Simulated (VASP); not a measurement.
A run of VASP 6.6.1 is set up as follows.

INCAR

```
SYSTEM = CsTi2
PREC     = Accurate       ! precision mode
ENCUT    = 520            ! plane-wave cutoff, eV
EDIFF    = 1E-6           ! SCF threshold, eV
ISMEAR   = 0              ! smearing method
SIGMA    = 0.1            ! smearing width, eV
LREAL    = .False.        ! projectors in reciprocal space
LASPH    = .True.         ! aspherical terms in the spheres
NELM     = 150            ! most SCF steps
ALGO     = Fast           ! electronic algorithm
ISIF     = 2              ! what is computed and relaxed
LWAVE    = .False.        ! write WAVECAR
LCHARG   = .False.        ! write CHGCAR
ISPIN    = 2              ! spin polarisation
MAGMOM   = 0 1 1          ! initial moments
LORBIT   = 11             ! projections on sites
LMAXMIX  = 4              ! l up to which the mixer works
GGA      = PE             ! functional
NBANDS   = 28             ! bands
```

KPOINTS

```
regular mesh
0
Gamma
  6 6 2
  0 0 0
```

The input POSCAR:

```
CsTi2
1.0
    3.2622992369      0.0000000000      0.0000000000
   -1.6311496184      2.8252340139      0.0000000000
    0.0000000000      0.0000000000      8.8637623721
Cs Ti
1 2
Direct
    0.0000000000      0.0000000000      0.0000000000
    0.6666666667      0.3333333333      0.6125409852
    0.3333333333      0.6666666667      0.3874590148
```

Potentials or basis: VASP PAW PBE potentials, release 64 (Cs_sv, Ti_sv).

Command:

```console
$ cat potpaw_PBE.64/Cs_sv/POTCAR potpaw_PBE.64/Ti_sv/POTCAR > POTCAR
$ mpirun -np 1 vasp_std > vasp.out
```

Predict the pressure.

0.1 GPa.

What does it give for the net moment?

0.01 μB per cell.

Estimate the largest force.

0.004 eV/Å.

Stress tensor (GPa, compression positive):
```
 0.12  0.00  0.00
 0.00  0.12  0.00
 0.00  0.00 -0.06
```

Caveat: the k points lie up to 0.37 Å⁻¹ apart.
